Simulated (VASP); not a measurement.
# Rb in VASP: notebook, part 2 of 2

VASP 6.6.1. The steps go on from the part before.

## (3) Single point, PBEsol (equal xx and yy strain of +1 %)

The input, INCAR:

```
SYSTEM = Rb
PREC     = Accurate       ! precision mode
ENCUT    = 520            ! plane-wave cutoff, eV
EDIFF    = 1E-6           ! SCF threshold, eV
ISMEAR   = -1             ! smearing method
SIGMA    = 0.05           ! smearing width, eV
LREAL    = .FALSE.        ! projectors in reciprocal space
LASPH    = .TRUE.         ! aspherical terms in the spheres
NELM     = 100            ! most SCF steps
ALGO     = Normal         ! electronic algorithm
ISIF     = 2              ! what is computed and relaxed
LWAVE    = .FALSE.        ! write WAVECAR
LCHARG   = .FALSE.        ! write CHGCAR
GGA      = PS             ! functional
NBANDS   = 10             ! bands
```

The input, KPOINTS:

```
Automatic mesh
0
G
  8 8 8
  0 0 0
```

The input, POSCAR:

```
Rb
1.0
   -2.8340600000      2.8340600000      2.8060000000
    2.8340600000     -2.8340600000      2.8060000000
    2.8340600000      2.8340600000     -2.8060000000
Rb
1
Direct
    0.0000000000      0.0000000000      0.0000000000
```

Potentials or basis: VASP PAW PBE potentials, release 64 (Rb_sv).

The run is started by

```console
cat potpaw_PBE.64/Rb_sv/POTCAR > POTCAR
mpirun -np 1 vasp_std > vasp.out
```

OUTCAR:

```text
SYSTEM = Rb
   PREC = Accurate
   ENCUT = 520
   EDIFF = 1E-6
   ISMEAR = -1
   LREAL = .FALSE.
   LASPH = .TRUE.
   NELM = 100
   ISIF = 2
   GGA = PS

 ion  position               nearest neighbor table
   1  0.000  0.000  0.000-

  LATTYP: Found a body centered tetragonal cell.
 ALAT       =     5.6681200000
 C/A-ratio  =     0.9900990099

  Lattice vectors:

 A1 = (  -2.8340600000,   2.8340600000,   2.8060000000)
 A2 = (   2.8340600000,  -2.8340600000,   2.8060000000)
 A3 = (   2.8340600000,   2.8340600000,  -2.8060000000)

Analysis of symmetry for initial positions (statically):
=====================================================================
 Subroutine PRICEL returns:
 Original cell was already a primitive cell.

 Routine SETGRP: Setting up the symmetry group for a
 body centered tetragonal supercell.

 Subroutine GETGRP returns: Found 16 space group operations
 (whereof 16 operations were pure point group operations)
 out of a pool of 16 trial point group operations.

The static configuration has the point symmetry D_4h.

Analysis of symmetry for dynamics (positions and initial velocities):
=====================================================================
 Subroutine PRICEL returns:
 Original cell was already a primitive cell.

 Routine SETGRP: Setting up the symmetry group for a
 body centered tetragonal supercell.

 Subroutine GETGRP returns: Found 16 space group operations
 (whereof 16 operations were pure point group operations)
 out of a pool of 16 trial point group operations.

The dynamic configuration has the point symmetry D_4h.

 Subroutine INISYM returns: Found 16 space group operations
 (whereof 16 operations are pure point group operations),
 and found     1 'primitive' translations

----------------------------------------------------------------------------------------

                                     Primitive cell
[... 112 lines left out ...]
  Thomas-Fermi vector in A             =   1.858250
   LORBIT       =      0    0 simple, 1 ext, 2 COOP (PROOUT), +10 PAW based schemes
   GGA     = PS    functional components
   LHFCALC =     F    Hartree Fock is set to
   AEXX    =    0.0000 exact exchange contribution
   IVDW    =     0    specifies the selected vdW correction
   LEPSILON=     F    determine dielectric tensor
   LRPA    =     F    only Hartree local field effects (RPA)
 non-spin polarized calculation
  energy-cutoff  :      520.00
  volume of cell :       90.15
 maximum number of plane-waves:      2459
   NGX = 19   NGY = 19   NGZ = 19

 number of electron       9.0000000 magnetization

 Free energy of the ion-electron system (eV)
  ---------------------------------------------------
  ext. energy  EPLUGINS =         0.00000000
  ---------------------------------------------------
  free energy    TOTEN  =        -1.02253638 eV

  energy without entropy =       -1.01186855  energy(sigma->0) =       -1.01720247

 E-fermi :  -0.0134     XC(G=0):  -5.5442

 val. band max:       -0.0427954673   @ k =   0.2500   0.2500   0.0000
 cond. band min:       0.0337829459   @ k =   0.5000   0.3750  -0.0000
 fundamental gap:      0.0765784131
 Fermi energy:        -0.0134104045

 k-point     1 :       0.0000    0.0000    0.0000
  band No.  band energies     occupation
      1     -28.8846      2.00000
      2     -12.9306      2.00000
      3     -12.9306      2.00000
      4     -12.9305      2.00000
      5      -2.0204      2.00000
      6       3.6225      0.00000
      7       3.6736      0.00000
      8       3.6736      0.00000
      9       4.5736      0.00000
     10       4.6451      0.00000
[... 287 lines left out ...]
 k-point    24 :       0.3750    0.1250    0.1250
  band No.  band energies     occupation
      1     -28.8800      2.00000
      2     -13.0150      2.00000
      3     -12.9715      2.00000
      4     -12.9448      2.00000
      5       0.5914      0.00001
      6       0.8765      0.00000
      7       1.9733      0.00000
      8       3.6382      0.00000
      9       5.1213      0.00000
     10       5.3016      0.00000

 [... further k-points ...]

------------------------ aborting loop because EDIFF is reached ----------------------------------------

  FORCE on cell =-STRESS in cart. coord.  units (eV):
  Direction    XX          YY          ZZ          XY          YZ          ZX
  --------------------------------------------------------------------------------------
  -------------------------------------------------------------------------------------
  Total       -0.0594932     -0.0594932     -0.0615715      0.0000000     -0.0000000      0.0000000
  in kB       -1.0573338     -1.0573338     -1.0942709      0.0000000     -0.0000000      0.0000000
  external PRESSURE =      -1.0696461 kB  Pullay stress =       0.0000000 kB

 VOLUME and BASIS-vectors are now :
 -----------------------------------------------------------------------------
  energy-cutoff  :      520.00
  volume of cell :       90.15
      direct lattice vectors                 reciprocal lattice vectors
    -2.834060000  2.834060000  2.806000000     0.000000000  0.176425340  0.178189594
     2.834060000 -2.834060000  2.806000000     0.176425340  0.000000000  0.178189594
     2.834060000  2.834060000 -2.806000000     0.176425340  0.176425340  0.000000000

 POSITION                                       TOTAL-FORCE (eV/Angst)
 -----------------------------------------------------------------------------------
      0.00000      0.00000      0.00000        -0.000000     -0.000000      0.000000
 -----------------------------------------------------------------------------------
    total drift:                               -0.000000      0.000000      0.000000

  FREE ENERGIE OF THE ION-ELECTRON SYSTEM (eV)
  ---------------------------------------------------
  free  energy   TOTEN  =        -1.0225363807 eV

  energy  without entropy=       -1.0118685549  energy(sigma->0) =       -1.01720247
```

OSZICAR:

```text
N       E                     dE             d eps       ncg     rms          rms(c)
DAV:   1     0.439767633915E+02    0.43977E+02   -0.33362E+03  1180   0.662E+02
DAV:   2     0.194870914207E+01   -0.42028E+02   -0.41244E+02  1328   0.125E+02
DAV:   3    -0.883023676160E+00   -0.28317E+01   -0.28208E+01  1504   0.331E+01
DAV:   4    -0.102031065205E+01   -0.13729E+00   -0.13674E+00  1714   0.612E+00
DAV:   5    -0.102242352110E+01   -0.21129E-02   -0.21127E-02  1584   0.736E-01    0.113E+00
DAV:   6    -0.102212122618E+01    0.30229E-03   -0.23374E-03  1732   0.273E-01    0.681E-01
DAV:   7    -0.102244595208E+01   -0.32473E-03   -0.36117E-03  1674   0.342E-01    0.532E-02
DAV:   8    -0.102252799186E+01   -0.82040E-04   -0.12206E-04  1360   0.952E-02    0.188E-02
DAV:   9    -0.102253662539E+01   -0.86335E-05   -0.11460E-05  1732   0.245E-02    0.587E-03
DAV:  10    -0.102253638070E+01    0.24469E-06   -0.33579E-06  1416   0.103E-02
   1 F= -.10225364E+01 E0= -.10172025E+01  d E =-.106678E-01
```

Wall time 12 s (1 thread of Intel Xeon 6975P-C (Granite Rapids), shared host); peak memory 0.22 GiB.

Results:

| Quantity | Value |
| --- | --- |
| Free energy | -1.0225 eV |
| Pressure | -0.1 GPa |

Caveat: the cell differs from its parent crystal (equal xx and yy strain of +1 %); the PAW data sets were made with another functional, which shifts forces and pressure a little.

## (4) Single point, PBEsol (equal xx and yy strain of +2 %)

The input, INCAR:

```
PREC = Accurate
ENCUT = 520
EDIFF = 1E-6
ISMEAR = -1
SIGMA = 0.05
LREAL = False
LASPH = True
NELM = 60
ALGO = Normal
ISIF = 2
LWAVE = False
LCHARG = True
GGA = PS
LELF = True
LVHAR = True
NBANDS = 10
```

The input, KPOINTS:

```
Automatic mesh
0
Gamma
  8 8 8
```

The input, POSCAR:

```
Rb
1.0
   -2.8621200000      2.8621200000      2.8060000000
    2.8621200000     -2.8621200000      2.8060000000
    2.8621200000      2.8621200000     -2.8060000000
Rb
1
Direct
    0.0000000000      0.0000000000      0.0000000000
```

The run is started by

```console
cat potpaw_PBE.64/Rb_sv/POTCAR > POTCAR
mpirun -np 1 vasp_std > vasp.out
```

Wall time 18 s (1 thread of Intel Xeon 6975P-C (Granite Rapids), shared host); peak memory 0.24 GiB.

It converged, with:

| Item | Value |
| --- | --- |
| Free energy | -1.0211 eV |
| Pressure | -0.2 GPa |

Levels at points of the mesh, in eV from the Fermi level:
| k point | band 1 | band 2 | band 3 | band 4 | band 5 | band 6 | band 7 | band 8 | band 9 |
| --- | --- | --- | --- | --- | --- | --- | --- | --- | --- |
| (0.00, 0.00, 0.00) | -28.88 | -12.93 | -12.93 | -12.93 | -1.98 | 3.59 | 3.69 | 3.69 | 4.52 |
| (0.50, 0.00, 0.00) | -28.88 | -13.02 | -12.96 | -12.93 | 0.23 | 0.77 | 2.53 | 4.24 | 5.09 |
| (0.50, 0.50, 0.00) | -28.88 | -13.02 | -12.96 | -12.93 | 0.20 | 0.72 | 2.64 | 4.18 | 5.16 |
| (0.50, 0.50, 0.50) | -28.87 | -13.00 | -13.00 | -12.99 | 1.23 | 1.28 | 3.13 | 3.13 | 3.33 |

Caveat: the cell differs from its parent crystal (equal xx and yy strain of +2 %); the PAW data sets were made with another functional, which shifts forces and pressure a little.

## (5) Single point, PBEsol (equal xy, yz and zx shear strains of -2 %)

The input, INCAR:

```
SYSTEM = Rb
ALGO = Normal
EDIFF = 1E-7
ENCUT = 520
GGA = PS
ISIF = 2
ISMEAR = -1
LASPH = .TRUE.
LCHARG = .TRUE.
LELF = .TRUE.
LREAL = .FALSE.
LVHAR = .TRUE.
LWAVE = .FALSE.
NBANDS = 10
NELM = 100
PREC = Accurate
SIGMA = 0.05
```

The input, KPOINTS:

```
k-points
0
G
  8 8 8
  0 0 0
```

The input, POSCAR:

```
Rb
1.0
   -2.8621200000      2.8060000000      2.8060000000
    2.8060000000     -2.8621200000      2.8060000000
    2.8060000000      2.8060000000     -2.8621200000
Rb
1
Direct
    0.0000000000      0.0000000000      0.0000000000
```

The run is started by

```console
cat potpaw_PBE.64/Rb_sv/POTCAR > POTCAR
mpirun -np 1 vasp_std > vasp.out
```

Run time: 15 s. Hardware: 1 thread of Intel Xeon 6975P-C (Granite Rapids), shared host; peak memory 0.22 GiB.

Results (log left out):

```
Free energy : -1.0230 eV
Pressure    : -0.1 GPa
```

Levels at points of the mesh, in eV from the Fermi level:
| k point | band 1 | band 2 | band 3 | band 4 | band 5 | band 6 | band 7 | band 8 | band 9 |
| --- | --- | --- | --- | --- | --- | --- | --- | --- | --- |
| (0.00, 0.00, 0.00) | -28.86 | -12.91 | -12.91 | -12.90 | -2.03 | 3.60 | 3.72 | 3.72 | 4.67 |
| (0.50, 0.00, 0.00) | -28.85 | -13.02 | -12.94 | -12.90 | 0.25 | 0.83 | 2.57 | 4.25 | 5.18 |
| (0.50, 0.50, 0.00) | -28.86 | -13.01 | -12.94 | -12.90 | 0.17 | 0.73 | 2.57 | 4.37 | 5.24 |
| (0.50, 0.50, 0.50) | -28.85 | -12.99 | -12.98 | -12.98 | 1.23 | 1.23 | 3.29 | 3.29 | 3.32 |

Caveat: the cell differs from its parent crystal (equal xy, yz and zx shear strains of -2 %); the PAW data sets were made with another functional, which shifts forces and pressure a little.

## (6) The runs side by side

| cell | gap on the mesh (eV) | pressure (GPa) |
| --- | --- | --- |
| a = 4.893 Å, angles 110.0, 110.0, 108.4°, 1 atom | none | -0.1 |
| a = 4.893 Å, angles 109.2, 109.2, 110.0°, 1 atom | none | -0.1 |
| a = 4.925 Å, angles 108.9, 108.9, 110.5°, 1 atom | none | -0.2 |
| a = 4.893 Å, angles 110.0°, 1 atom | none | -0.1 |

Alike in all rows: task single point; level PBEsol; potentials or basis VASP PAW PBE potentials, release 64 (Rb_sv); no spin polarisation; k mesh 8 × 8 × 8; cutoff (eV) 520; smearing fermi-dirac 0.05 eV.

Caveats: the PAW data sets were made with another functional, which shifts forces and pressure a little.

Absolute energies hang on the potentials; compare differences alone.
